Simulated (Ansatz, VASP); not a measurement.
# WC in VASP and in Ansatz

File INCAR:

```
PREC = Accurate
ENCUT = 520
EDIFF = 1E-6
ISMEAR = -1
SIGMA = 0.1
LREAL = False
LASPH = True
NELM = 100
ALGO = Normal
ISIF = 2
LWAVE = False
LCHARG = False
GGA = PE
NBANDS = 16
```

Contents of KPOINTS:

```
Automatic mesh
0
Gamma
  14 14 14
```

Contents of POSCAR:

```
WC
1.0
    0.0054817100      2.1926840000      2.1926840000
    2.1926840000      0.0054817100      2.1926840000
    2.1981657100      2.1981657100      0.0000000000
W C
1 1
Direct
    0.0000000000      0.0000000000      0.0000000000
    0.5000000000      0.5000000000      0.5000000000
```

Input for Ansatz:

```yaml
crystal:
  lattice:
    - [0.005481709999999999, 2.192684, 2.192684]
    - [2.192684, 0.005481709999999999, 2.192684]
    - [2.19816571, 2.19816571, 0.0]
  atoms:
    - { symbol: W, position: [0.0, 0.0, 0.0] }
    - { symbol: C, position: [0.5, 0.5, 0.5] }
basis:
  ecutwfc: 470.0
kpoints:
  mp_grid:
    grid: [14, 14, 14]
hamiltonian:
  xc: pbe
scf:
  occupations:
    method: fermi_dirac
    width: 0.1
output:
  stress: true
```

Alike in both runs: task single point; functional PBE; k mesh 14 × 14 × 14; occupations fermi-dirac, width 0.1 eV; no spin polarisation.

```csv
,VASP,Ansatz
version,VASP 6.6.1,Ansatz 0.2.0
potentials or method,"VASP PAW PBE potentials, release 64 (W_sv, C), cutoff 520 eV","plane waves, PAW"
valence electrons in the cell,18,18
```

Ansatz gave:

* pressure (GPa): -1.2
* traceless stress, the component that is largest in VASP (GPa): -0.49

What did VASP give for the same quantities?

Pressure (GPa): -0.3; traceless stress, the component that is largest in VASP (GPa): -0.49.

Neither program's run includes spin-orbit coupling.
